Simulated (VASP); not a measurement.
AlFe3B:

```xyz
5
Lattice="3.8223 0.0000 0.0000 0.0000 3.8223 0.0000 0.0000 0.0000 3.8223" Properties=species:S:1:pos:R:3 pbc="T T T"
Fe    0.0000    0.0000    1.9112
Fe    0.0000    1.9112    0.0000
Fe    1.9112    0.0000    0.0000
Al    1.9112    1.9112    1.9112
B     0.0000    0.0000    0.0000
```

| Item | Value |
| --- | --- |
| Program | VASP 6.6.1 |
| Task | relaxation of cell and atoms |
| Functional | PBEsol |
| Potentials or basis | VASP PAW PBE potentials, release 64 (Fe, Al, B) |
| Cutoff | 600 eV |
| k mesh | 7 × 7 × 7 |
| Occupations | fermi-dirac, width 0.05 eV |
| Spin | collinear spin, ferromagnetic start |
| Starting moments | [3.0, 3.0, 3.0, 0.0, 0.0] μB |

At the start: pressure -7.2 GPa; volume 11.17 Å³/atom.

Q: Where does the relaxation end?

A: Over 3 steps the energy falls by 9.2 meV/atom and the volume is 10.77 Å³/atom (-3.6 %); space group Pm-3m (No. 221, to 0.1 Å) before and after; moment 4.07 μB per cell.

Step by step:
```
step  energy change (eV)  largest force (eV/Å)  pressure (GPa)  volume (Å³)
   1              0.0000                0.0000           -7.25        55.84
   2              0.0046                0.0000            8.41        51.86
   3             -0.0460                0.0000           -0.07        53.86
```

Final structure:
```yaml
crystal:
  lattice:
    - [3.77653, 0.00000, 0.00000]
    - [0.00000, 3.77653, 0.00000]
    - [0.00000, 0.00000, 3.77653]
  atoms:
    - { symbol: Fe, position: [0.00000, 0.00000, 0.50000] }
    - { symbol: Fe, position: [0.00000, 0.50000, 0.00000] }
    - { symbol: Fe, position: [0.50000, 0.00000, 0.00000] }
    - { symbol: Al, position: [0.50000, 0.50000, 0.50000] }
    - { symbol: B, position: [0.00000, 0.00000, 0.00000] }
```

Caveat: the PAW data sets were made with another functional, which shifts forces and pressure a little.
